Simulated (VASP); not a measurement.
Input of a VASP 6.6.1 run:

File INCAR:

```
ALGO = Normal
EDIFF = 1E-7
ENCUT = 520
GGA = PE
ISIF = 2
ISMEAR = -1
LASPH = True
LCHARG = False
LREAL = False
LWAVE = False
NBANDS = 15
NELM = 100
PREC = Accurate
SIGMA = 0.05
```

Contents of KPOINTS:

```
k-points
0
Gamma
  10 10 8
```

Contents of POSCAR:

```
GaB
1.0
    2.6815025236      0.0000000000      0.0000000000
    0.0000000000      2.6815025236      0.0000000000
    0.0000000000      0.0000000000      3.1924720708
Ga B
1 1
Direct
    0.5000000000      0.5000000000      0.5000000000
    0.0000000000      0.0000000000      0.0000000000
```

Potentials or basis: VASP PAW PBE potentials, release 64 (Ga_d, B).

Run with:

```sh
$ cat potpaw_PBE.64/Ga_d/POTCAR potpaw_PBE.64/B/POTCAR > POTCAR
$ mpirun -np 1 vasp_std > vasp.out
```

Predict the pressure.

4.7 GPa.

Predict the band gap on the k mesh.

zero (band 8 reaches 11.79 eV, above the bottom of band 9 at 3.11 eV).

Stress tensor (GPa, compression positive):
```
4.62 0.00 0.00
0.00 4.62 0.00
0.00 0.00 4.82
```
